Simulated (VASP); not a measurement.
Crystal: Be2C.

```xyz
3
Lattice="0.0000 2.1725 2.1725 2.1725 0.0000 2.1725 2.1725 2.1725 0.0000" Properties=species:S:1:pos:R:3 pbc="T T T"
Be    1.0862    1.0862    1.0862
Be    3.2587    3.2587    3.2587
C     0.0000    0.0000    0.0000
```

Base run:

```yaml
Program: VASP 6.6.1
Functional: PBEsol
Potentials_or_basis: VASP PAW PBE potentials, release 64 (Be, C)
Cutoff: 600 eV
k_mesh: 7 × 7 × 7, shifted
Occupations: methfessel-paxton, width 0.0165 eV
Spin: no spin polarisation
```

Its results: band gap on the k mesh 1.60 eV (least direct gap 4.47 eV); pressure -4.2 GPa.

Q: The run is repeated on the same cell with these changes: k mesh from 7 × 7 × 7, shifted to 7 × 7 × 7, through Γ; further incar settings from ALGO = Normal; EDIFF = 1e-06; NBANDS = 11; ISYM = 0 to ALGO = Normal; EDIFF = 1e-06; NBANDS = 11. What comes out?

A: Band gap on the k mesh 1.29 eV (least direct gap 4.07 eV); pressure -4.2 GPa.

Caveats: the cell stands under tension; the PAW data sets were made with another functional, which shifts forces and pressure a little; a shifted mesh leaves out Γ, where band edges can lie (at least some runs); an odd mesh through Γ misses points on the zone boundary, where band edges can lie (at least some runs).
